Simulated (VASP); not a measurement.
# Ta (P-1) in VASP: single point with r2SCAN

Aim: the single point of Ta with r2SCAN.

Everything below comes from runs of VASP 6.6.1. Logs are shortened: lines on timing, memory, paths and dates and some standing lists are left out, and cuts for length are marked.

### 1 The cell of the first run

The typed cell holds 2 atoms: a = 2.888 Å, b = 2.888 Å, c = 5.118 Å, α = 90.00°, β = 90.00°, γ = 120.00°.

### 2 Single point, r2SCAN (atom 2 moved 0.06 Å)

File POSCAR:

```
Ta
1.0
    2.8879886116      0.0000000000      0.0000000000
   -1.4439943058      2.5010715035      0.0000000000
    0.0000000000      0.0000000000      5.1181138655
Ta
2
Direct
    0.6766853409      0.3428319982      0.7480071631
    0.3233146591      0.6571680018      0.2519928369
```

File INCAR.step1:

```
PREC = Accurate
ENCUT = 520
ISMEAR = 0
SIGMA = 0.15
LREAL = F
LASPH = T
NELM = 80
NBANDS = 18
GGA = PE
ALGO = Normal
EDIFF = 1E-4
LWAVE = T
LCHARG = F
```

File INCAR.step2:

```
PREC = Accurate
ENCUT = 520
EDIFF = 1E-7
ISMEAR = 0
SIGMA = 0.15
LREAL = F
LASPH = T
NELM = 80
ALGO = Normal
ISIF = 2
LWAVE = F
LCHARG = F
METAGGA = R2SCAN
LMIXTAU = T
NBANDS = 18
ISTART = 1
```

File KPOINTS:

```
regular mesh
0
Gamma
  12 12 8
```

Potentials or basis: VASP PAW PBE potentials, release 64 (Ta_pv).

Run with:

```bash
cat potpaw_PBE.64/Ta_pv/POTCAR > POTCAR
cp INCAR.step1 INCAR
mpirun -np 1 vasp_std > vasp.out
cp INCAR.step2 INCAR
mpirun -np 1 vasp_std > vasp.out
```

OUTCAR:

```text
PREC = Accurate
   ENCUT = 520
   EDIFF = 1E-7
   ISMEAR = 0
   LREAL = F
   LASPH = T
   NELM = 80
   ISIF = 2
   METAGGA = R2SCAN
   ISTART = 1

 ion  position               nearest neighbor table
   1  0.677  0.343  0.748-   2 3.01   2 3.04   2 3.04   2 3.06   2 3.07   2 3.10
   2  0.323  0.657  0.252-   1 3.01   1 3.04   1 3.04   1 3.06   1 3.07   1 3.10

  LATTYP: Found a hexagonal cell.
 ALAT       =     2.8879886116
 C/A-ratio  =     1.7722070804

  Lattice vectors:

 A1 = (   2.8879886116,   0.0000000000,   0.0000000000)
 A2 = (  -1.4439943058,   2.5010715035,   0.0000000000)
 A3 = (   0.0000000000,   0.0000000000,   5.1181138655)

Analysis of symmetry for initial positions (statically):
=====================================================================
 Subroutine PRICEL returns:
 Original cell was already a primitive cell.

 Routine SETGRP: Setting up the symmetry group for a
 hexagonal supercell.

 Subroutine GETGRP returns: Found  2 space group operations
 (whereof  2 operations were pure point group operations)
 out of a pool of 24 trial point group operations.

The static configuration has the point symmetry S_2 .

Analysis of symmetry for dynamics (positions and initial velocities):
=====================================================================
 Subroutine PRICEL returns:
 Original cell was already a primitive cell.

 Routine SETGRP: Setting up the symmetry group for a
 hexagonal supercell.

 Subroutine GETGRP returns: Found  2 space group operations
 (whereof  2 operations were pure point group operations)
 out of a pool of 24 trial point group operations.

The dynamic configuration has the point symmetry S_2 .

 Subroutine INISYM returns: Found  2 space group operations
 (whereof  2 operations are pure point group operations),
 and found     1 'primitive' translations

----------------------------------------------------------------------------------------

                                     Primitive cell

  volume of cell :      36.9685

  direct lattice vectors                    reciprocal lattice vectors
     2.887988612  0.000000000  0.000000000     0.346261753  0.199914316  0.000000000
    -1.443994306  2.501071503  0.000000000     0.000000000  0.399828633  0.000000000
     0.000000000  0.000000000  5.118113865     0.000000000  0.000000000  0.195384477

  length of vectors
     2.887988612  2.887988612  5.118113865     0.399828633  0.399828633  0.195384477

  position of ions in fractional coordinates (direct lattice)
     0.676685341  0.342831998  0.748007163
     0.323314659  0.657168002  0.251992837

  ion indices of the primitive-cell ions
   primitive index   ion index
                 1           1
                 2           2

----------------------------------------------------------------------------------------

 KPOINTS: regular mesh

Automatic generation of k-mesh.
 Grid dimensions read from file:
 generate k-points for:   12   12    8

 Generating k-lattice:

  Cartesian coordinates                     Fractional coordinates (reciprocal lattice)
     0.028855146  0.016659526  0.000000000     0.083333333  0.000000000  0.000000000
     0.000000000  0.033319053  0.000000000     0.000000000  0.083333333  0.000000000
     0.000000000  0.000000000  0.024423060     0.000000000  0.000000000  0.125000000

  Length of vectors
     0.033319053  0.033319053  0.024423060

  Shift w.r.t. Gamma in fractional coordinates (k-lattice)
     0.000000000  0.000000000  0.000000000

 Subroutine IBZKPT returns following result:
 ===========================================

 Found    580 irreducible k-points:

 Following reciprocal coordinates:
            Coordinates               Weight
  0.000000  0.000000  0.000000      1.000000
  0.083333 -0.000000  0.000000      2.000000
  0.000000  0.083333  0.000000      2.000000
 -0.083333  0.083333  0.000000      2.000000
  0.166667  0.000000  0.000000      2.000000
  0.000000  0.166667  0.000000      2.000000
[... 16 lines left out ...]
  0.166667  0.083333  0.000000      2.000000
 -0.083333  0.250000  0.000000      2.000000
 [... further k-points ...]
   k-points           NKPTS =    580   k-points in BZ     NKDIM =    580   number of bands    NBANDS=     18
   number of dos      NEDOS =    301   number of ions     NIONS =      2
   total plane-waves  NPLWV =  23040
   dimension x,y,z NGX =    24 NGY =   24 NGZ =   40
   dimension x,y,z NGXF=    48 NGYF=   48 NGZF=   80
   ions per type =               2
   NGX,Y,Z   is equivalent  to a cutoff of  13.82, 13.82, 12.99 a.u.
   NGXF,Y,Z  is equivalent  to a cutoff of  27.63, 27.63, 25.99 a.u.
 SYSTEM =  unknown system
   PREC   = accura    normal or accurate (medium, high low for compatibility)
   ISTART =      1    job   : 0-new  1-cont  2-samecut
   ICHARG =      0    charge: 1-file 2-atom 10-const
   ISPIN  =      1    spin polarized calculation?
   LNONCOLLINEAR =      F non collinear calculations
   LSORBIT =      F    spin-orbit coupling
   LASPH  =      T    aspherical Exc in radial PAW
   ENCUT  =  520.0 eV  38.22 Ry    6.18 a.u.   5.37  5.37  9.52*2*pi/ulx,y,z
   NELM   =     80;   NELMIN=  2; NELMDL=  0     # of ELM steps
   EDIFF  = 0.1E-06   stopping-criterion for ELM
   LREAL  =      F    real-space projection
   EDIFFG = 0.1E-05   stopping-criterion for IOM
   NSW    =      0    number of steps for IOM
   IBRION =     -1    ionic relax: 0-MD 1-quasi-New 2-CG
   NFREE  =      0    steps in history (QN), initial steepest desc. (CG)
   ISIF   =      2    stress and relaxation
   ISYM   =      2    0-nonsym 1-usesym 2-fastsym
   POTIM  = 0.5000    time-step for ionic-motion
   TEBEG  =    0.0;   TEEND  =   0.0 temperature during run
   PSTRESS=    0.0 pullay stress
   NELECT =      22.0000    total number of electrons
   NUPDOWN=      -1.0000    fix difference up-down
   EMIN   =  10.00;   EMAX   =-10.00  energy-range for DOS
   EFERMI =   0.00;   METHOD = LEGACY
   ISMEAR =     0;   SIGMA  =   0.15  broadening in eV -4-tet -1-fermi 0-gaus
   EFERMI_NEDOS =   21; number of points for ismear=-14 and -15
   IALGO  =     38    algorithm
   IMIX   =      4    mixing-type and parameters
     AMIX     =   0.40;   BMIX     =  1.00
     AMIX_MAG =   1.60;   BMIX_MAG =  1.00
  volume/ion in A,a.u.               =      18.48       124.74
  Fermi-wavevector in a.u.,A,eV,Ry     =   1.377015  2.602180 25.798949  1.896169
  Thomas-Fermi vector in A             =   2.502207
   LORBIT       =      0    0 simple, 1 ext, 2 COOP (PROOUT), +10 PAW based schemes
   METAGGA = R2SCAN    functional components
   LHFCALC =     F    Hartree Fock is set to
   AEXX    =    0.0000 exact exchange contribution
   IVDW    =     0    specifies the selected vdW correction
   LEPSILON=     F    determine dielectric tensor
   LRPA    =     F    only Hartree local field effects (RPA)
 non-spin polarized calculation
 Gauss-broadening in eV      SIGMA  =   0.15
  energy-cutoff  :      520.00
  volume of cell :       36.97
 maximum number of plane-waves:      1027
 NGX is ok and might be reduce to    24
   NGX = 11   NGY = 11   NGZ = 19

 number of electron      22.0000002 magnetization

 Free energy of the ion-electron system (eV)
  ---------------------------------------------------
  ext. energy  EPLUGINS =         0.00000000
  ---------------------------------------------------
  free energy    TOTEN  =       -96.57015951 eV

  energy without entropy =      -96.54306186  energy(sigma->0) =      -96.55661068

 E-fermi :   5.5989     XC(G=0): -13.6017

 val. band max:        5.5972560007   @ k =  -0.4167   0.0833  -0.1250
 cond. band min:       5.5998771118   @ k =  -0.3333   0.2500   0.3750
 fundamental gap:      0.0026211111
 Fermi energy:         5.5989196254

 k-point     1 :       0.0000    0.0000    0.0000
  band No.  band energies     occupation
      1     -30.2028      2.00000
      2     -29.2777      2.00000
      3     -29.1754      2.00000
      4     -29.1704      2.00000
      5     -29.0904      2.00000
      6     -29.0710      2.00000
[... 10 lines left out ...]
     17      10.9969      0.00000
     18      11.3090      0.00000

 k-point     2 :       0.0833   -0.0000    0.0000
  band No.  band energies     occupation
      1     -30.1775      2.00000
      2     -29.2820      2.00000
      3     -29.2526      2.00000
      4     -29.1927      2.00000
      5     -29.1534      2.00000
      6     -29.1025      2.00000
[... 10 lines left out ...]
     17      11.1510      0.00000
     18      11.8443      0.00000

 k-point     3 :       0.0000    0.0833    0.0000
  band No.  band energies     occupation
      1     -30.1787      2.00000
      2     -29.2806      2.00000
      3     -29.2495      2.00000
      4     -29.1959      2.00000
      5     -29.1689      2.00000
      6     -29.0868      2.00000
[... 10 lines left out ...]
     17      11.3526      0.00000
     18      11.6317      0.00000

 k-point     4 :      -0.0833    0.0833    0.0000
  band No.  band energies     occupation
      1     -30.1781      2.00000
      2     -29.2812      2.00000
      3     -29.2513      2.00000
      4     -29.1939      2.00000
      5     -29.1628      2.00000
      6     -29.0931      2.00000
[... 375 lines left out ...]
      4     -29.2894      2.00000
      5     -29.2166      2.00000
      6     -29.1383      2.00000
[... 10 lines left out ...]
     17      11.1886      0.00000
     18      12.7647      0.00000

 k-point    23 :       0.1667    0.0833    0.0000
  band No.  band energies     occupation
      1     -30.0413      2.00000
      2     -29.6175      2.00000
      3     -29.5564      2.00000
      4     -29.3070      2.00000
      5     -29.2972      2.00000
      6     -29.1949      2.00000
[... 10 lines left out ...]
     17      11.3459      0.00000
     18      14.0174      0.00000

 k-point    24 :      -0.0833    0.2500    0.0000
  band No.  band energies     occupation
      1     -30.0484      2.00000
      2     -29.6198      2.00000
      3     -29.5634      2.00000
      4     -29.2998      2.00000
      5     -29.2981      2.00000
      6     -29.1836      2.00000
[... 10 lines left out ...]
     17      11.4497      0.00000
     18      13.8054      0.00000

 [... further k-points ...]

------------------------ aborting loop because EDIFF is reached ----------------------------------------

  FORCE on cell =-STRESS in cart. coord.  units (eV):
  Direction    XX          YY          ZZ          XY          YZ          ZX
  --------------------------------------------------------------------------------------
  -------------------------------------------------------------------------------------
  Total        0.3481701     -0.2060443      0.1766241      0.1866941      0.0127543      0.0082459
  in kB       15.0893500     -8.9297565      7.6547140      8.0911406      0.5527590      0.3573702
  external PRESSURE =       4.6047692 kB  Pullay stress =       0.0000000 kB

 VOLUME and BASIS-vectors are now :
 -----------------------------------------------------------------------------
  energy-cutoff  :      520.00
  volume of cell :       36.97
      direct lattice vectors                 reciprocal lattice vectors
     2.887988612  0.000000000  0.000000000     0.346261753  0.199914316  0.000000000
    -1.443994306  2.501071503  0.000000000     0.000000000  0.399828633  0.000000000
     0.000000000  0.000000000  5.118113865     0.000000000  0.000000000  0.195384477

 POSITION                                       TOTAL-FORCE (eV/Angst)
 -----------------------------------------------------------------------------------
      1.45921      0.85745      3.82839         0.036414      0.095428      0.250498
     -0.01522      1.64362      1.28973        -0.036414     -0.095428     -0.250498
 -----------------------------------------------------------------------------------
    total drift:                                0.000000      0.000000      0.000000

  FREE ENERGIE OF THE ION-ELECTRON SYSTEM (eV)
  ---------------------------------------------------
  free  energy   TOTEN  =       -96.5701595054 eV

  energy  without entropy=      -96.5430618569  energy(sigma->0) =      -96.55661068
```

Run time: 11 min. Hardware: 1 thread of Intel Xeon Platinum 8488C (Sapphire Rapids), shared host; peak memory 0.43 GiB.

Results:

```yaml
Free_energy: -96.5702 eV
Pressure: 0.5 GPa
Largest_force: 0.271 eV/Å
Band_gap_on_the_k_mesh: zero (bands 11 and 12 overlap by 2.32 eV)
```

Forces in eV/Å, atoms in the order of the input:
```
Ta   0.036  0.095  0.250
Ta  -0.036 -0.095 -0.250
```

Stress tensor (GPa, compression positive):
```
 1.51  0.81  0.04
 0.81 -0.89  0.06
 0.04  0.06  0.77
```

Caveat: the cell differs from its parent crystal (atom 2 moved 0.06 Å); the PAW data sets were made with another functional, which shifts forces and pressure a little; spin-orbit coupling is left out, which moves the levels of the heavy elements.
